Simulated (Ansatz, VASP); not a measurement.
## Ge5Mo: VASP beside Ansatz

```
Ge Mo
1.0
     3.13236    0.00000    0.00000
     0.00000    3.13236    0.00000
     0.00000    0.00000   11.13260
Ge Mo
5 1
Direct
  0.50000 0.50000 0.32069
  0.50000 0.50000 0.67931
  0.00000 0.00000 0.13528
  0.00000 0.00000 0.86472
  0.00000 0.00000 0.50000
  0.50000 0.50000 0.00000
```

Change from the starting cell: species swapped into the Hf5Pb type (P4/mmm, No. 123).

Alike in both runs: functional PBE; k mesh 6 × 6 × 2; occupations gaussian, width 0.1 eV; no spin polarisation.

Ansatz relaxed the structure, and its values are those at the end. VASP's run is a single point on that final structure, the one shown.

|  | VASP | Ansatz |
| --- | --- | --- |
| version | VASP 6.6.1 | Ansatz 0.2.0 |
| potentials or method | VASP PAW PBE potentials, release 64 (Ge_d, Mo_sv), cutoff 520 eV | scalar-relativistic, plane waves, PAW |
| valence electrons in the cell | 84 | 84 |

|  | VASP | Ansatz | Ansatz less VASP |
| --- | --- | --- | --- |
| gap on the k mesh at the Fermi level (eV) | none | none | - |
| pressure (GPa) | 0.2 | 0.0 | -0.17 |
| rms of the force components (eV/Å) | 0.020 | 0.016 | -0.0047 |

A gap of «none» marks a metal or a gap that the smearing closes. With one functional, cell and mesh, what is left measures potentials, basis and numerics.
